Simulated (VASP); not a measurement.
A run of VASP 6.6.1 is set up as follows.

File INCAR:

```
SYSTEM = NiO
PREC = Accurate ; ENCUT = 600
EDIFF = 1E-6 ; ISMEAR = -1
SIGMA = 0.1 ; LREAL = .False.
LASPH = .True. ; NELM = 200
ALGO = Normal ; ISIF = 2
LWAVE = .False. ; LCHARG = .False.
ISPIN = 2 ; MAGMOM = 1.69 -1.71 0.02 -0.04
LORBIT = 11 ; LMAXMIX = 4
LDAU = .True. ; LDAUTYPE = 2
LDAUL = 2 -1 ; LDAUU = 3 0
LDAUJ = 0 0 ; LDAUPRINT = 1
GGA = PE ; NBANDS = 28
GGA_COMPAT = .False.
```

The input KPOINTS:

```
regular mesh
0
Gamma
  3 3 3
  0 0 0
```

Contents of POSCAR:

```
NiO
1.0
    4.1840000000      2.0920000000      2.0920000000
    2.0920000000      4.1840000000      2.0920000000
    2.0920000000      2.0920000000      4.1840000000
Ni O
2 2
Direct
    0.0000000000      0.0000000000      0.0000000000
    0.5000000000      0.5000000000      0.5000000000
    0.2831000000      0.2357000000      0.2667000000
    0.7489000000      0.7487000000      0.7522000000
```

Potentials or basis: VASP PAW PBE potentials, release 64 (Ni, O).

The run is started by

```console
$ cat potpaw_PBE.64/Ni/POTCAR potpaw_PBE.64/O/POTCAR > POTCAR
$ mpirun -np 1 vasp_std > vasp.out
```

**Question.** Estimate the largest force.

**Answer.** 1.878 eV/Å.

**Question.** Estimate the band gap on the k mesh.

**Answer.** 2.14 eV.

Eigenvalues of the final occupation matrices:
| site | spin | trace | eigenvalues |
| --- | --- | --- | --- |
| site 1 d | 1 | 4.95 | 0.97 0.97 0.98 1.01 1.01 |
| site 1 d | 2 | 3.37 | 0.22 0.24 0.97 0.97 0.97 |
| site 2 d | 1 | 3.34 | 0.21 0.22 0.97 0.97 0.97 |
| site 2 d | 2 | 4.92 | 0.97 0.97 0.97 1.00 1.01 |

Caveat: the k points lie up to 0.83 Å⁻¹ apart; an odd mesh through Γ misses points on the zone boundary, where band edges can lie; forces of over 1 eV/Å act on the atoms, so gaps and moduli don't describe the material at rest. The state reached can hang on the start; a lower one may exist.
